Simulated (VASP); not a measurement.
Si6Ni3B: single point with PBEsol

The system is Si6Ni3B, a slab with vacuum.

```
Si Ni B
1.0
     3.81230    0.00000    0.00000
    -1.90615    3.30155    0.00000
     0.00000    0.00000   26.78183
Si Ni B
6 3 1
Direct
  0.00000 0.00000 0.31738
  0.33333 0.66667 0.37549
  0.66667 0.33333 0.43360
  0.00000 0.00000 0.49408
  0.33333 0.66667 0.55131
  0.66667 0.33333 0.64708
  0.66667 0.33333 0.34644
  0.33333 0.66667 0.46187
  0.00000 0.00000 0.57858
  0.00000 0.00000 0.65090
```

```
Program             : VASP 6.6.1
Task                : single point
Functional          : PBEsol
Potentials or basis : VASP PAW PBE potentials, release 64 (Si, Ni, B)
Cutoff              : 520 eV
k mesh              : 9 × 9 × 1
Occupations         : gaussian, width 0.1 eV
Spin                : no spin polarisation
```

```
Largest force          : 0.653 eV/Å
Band gap on the k mesh : zero (an odd number of electrons rules out a gap without spin polarisation)
```

Forces on the atoms (eV/Å):
```
Si   0.000  0.000  0.653
Si   0.000  0.000 -0.508
Si   0.000  0.000 -0.105
Si   0.000  0.000 -0.008
Si   0.000  0.000  0.000
Si   0.000  0.000 -0.003
Ni   0.000  0.000 -0.057
Ni   0.000  0.000  0.004
Ni   0.000  0.000  0.009
B    0.000  0.000  0.015
```

Levels at points of the mesh, in eV from the Fermi level:
| k point | band 25 | band 26 | band 27 | band 28 | band 29 | band 30 | band 31 | band 32 | band 33 | band 34 |
| --- | --- | --- | --- | --- | --- | --- | --- | --- | --- | --- |
| (0.00, 0.00, 0.00) | 0.03 | 0.03 | 1.12 | 1.31 | 1.31 | 1.91 | 2.12 | 2.43 | 2.43 | 2.52 |

It took 5.4 min on 1 thread of AMD EPYC 9R45 96-Core Processor (Zen 5), on a shared host, peak memory 0.45 GiB.

Caveat: the PAW data sets were made with another functional, which shifts forces and pressure a little. Spin polarisation is off, so any magnetic state and its effect on volume and gap are missing.
